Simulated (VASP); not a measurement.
The system is Te.

```
Te
1.0
     4.44693    0.00000    0.00000
    -2.22346    3.85115    0.00000
     0.00000    0.00000    5.91492
Te
3
Direct
  0.26900 0.00000 0.16667
  0.00000 0.26900 0.83333
  0.73100 0.73100 0.50000
```

* Program: VASP 6.6.1
* Task: relaxation of cell and atoms
* Functional: PBE
* Dispersion: D3(BJ)
* Potentials or basis: VASP PAW PBE potentials, release 64 (Te)
* Cutoff: 600 eV
* k mesh: 9 × 9 × 6
* Occupations: gaussian, width 0.01 eV
* Spin: no spin polarisation

At the start: pressure -0.5 GPa; volume 33.77 Å³/atom.

Task: Where does the relaxation end?

Result: Over 19 steps the energy falls by 11.5 meV/atom and the volume is 32.08 Å³/atom (-5.0 %); space group P3_221 (No. 154, to 0.1 Å) before and after.

The path:
```tsv
step	energy change (eV)	largest force (eV/Å)	pressure (GPa)	volume (Å³)
1	0.0000	0.1912	-0.50	101.30
2	-0.0098	0.2072	-0.06	99.75
3	-0.0175	0.2340	0.87	96.99
4	-0.0223	0.1964	0.72	96.86
5	-0.0317	0.0949	0.33	96.47
6	-0.0311	0.0644	-0.28	95.66
7	-0.0344	0.0109	0.01	96.08
8	-0.0344	0.0146	0.03	96.10
9	-0.0344	0.0132	0.01	96.14
10	-0.0345	0.0091	-0.02	96.25
11	-0.0345	0.0009	-0.10	96.46
12	-0.0345	0.0055	-0.06	96.34
13	-0.0345	0.0077	-0.01	96.27
14	-0.0346	0.0086	-0.01	96.25
15	-0.0346	0.0089	0.01	96.24
16	-0.0346	0.0086	0.01	96.24
17	-0.0346	0.0084	0.01	96.25
18	-0.0346	0.0071	0.01	96.25
19	-0.0346	0.0020	-0.01	96.25
```

Final structure:
```yaml
crystal:
  lattice:
    - [4.31542, 0.00000, 0.00000]
    - [-2.15771, 3.73726, 0.00000]
    - [0.00000, 0.00000, 5.96823]
  atoms:
    - { symbol: Te, position: [0.28519, 0.00000, 0.16667] }
    - { symbol: Te, position: [0.00000, 0.28519, 0.83333] }
    - { symbol: Te, position: [0.71481, 0.71481, 0.50000] }
```
